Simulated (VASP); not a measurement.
Write the native input for VASP 6.6.1 that does the following.

- Task: single point
- Functional: LDA
- Potentials or basis: VASP PAW LDA potentials, release 64 (Rb_sv, Bi_d, O)
- Cutoff: 520 eV
- k mesh: 5 × 5 × 5
- Occupations: fermi-dirac, width 0.1 eV
- Spin: no spin polarisation
- Dipole correction: no
- Further INCAR settings: ALGO = Normal; EDIFF = 1e-06; NBANDS = 29

The structure of RbBiO3 lies in POSCAR:

```
RbBiO3
1.0
    4.0821191437      0.0000000000      0.0000000000
    0.0000000000      4.0821191437      0.0000000000
    0.0000000000      0.0000000000      4.0821191437
Rb Bi O
1 1 3
Direct
    0.0000000000      0.0000000000      0.0000000000
    0.5000000000      0.5000000000      0.5000000000
    0.5000000000      0.5000000000      0.0000000000
    0.5000000000      0.0000000000      0.5000000000
    0.0000000000      0.5000000000      0.5000000000
```

The input as run:

INCAR

```
  PREC = Accurate
  ENCUT = 520
  EDIFF = 1E-6
  ISMEAR = -1
  SIGMA = 0.1
  LREAL = F
  LASPH = T
  NELM = 100
  ALGO = Normal
  ISIF = 2
  LWAVE = F
  LCHARG = F
  GGA = CA
  NBANDS = 29
```

KPOINTS

```
regular mesh
0
Gamma
  5 5 5
```

Potentials or basis: VASP PAW LDA potentials, release 64 (Rb_sv, Bi_d, O).

Command:

```console
$ cat potpaw_LDA.64/Rb_sv/POTCAR potpaw_LDA.64/Bi_d/POTCAR potpaw_LDA.64/O/POTCAR > POTCAR
$ mpirun -np 1 vasp_std > vasp.out
```

It gave:

```
Pressure               : 12.1 GPa
Band gap on the k mesh : zero (band 21 reaches 3.52 eV, above the bottom of band 22 at 2.85 eV)
```

Caveat: spin-orbit coupling is left out, which moves the levels of the heavy elements.

Run time: 8.2 s on 1 thread of AMD EPYC 9R45 (Zen 5) (shared host), peak memory 0.12 GiB.
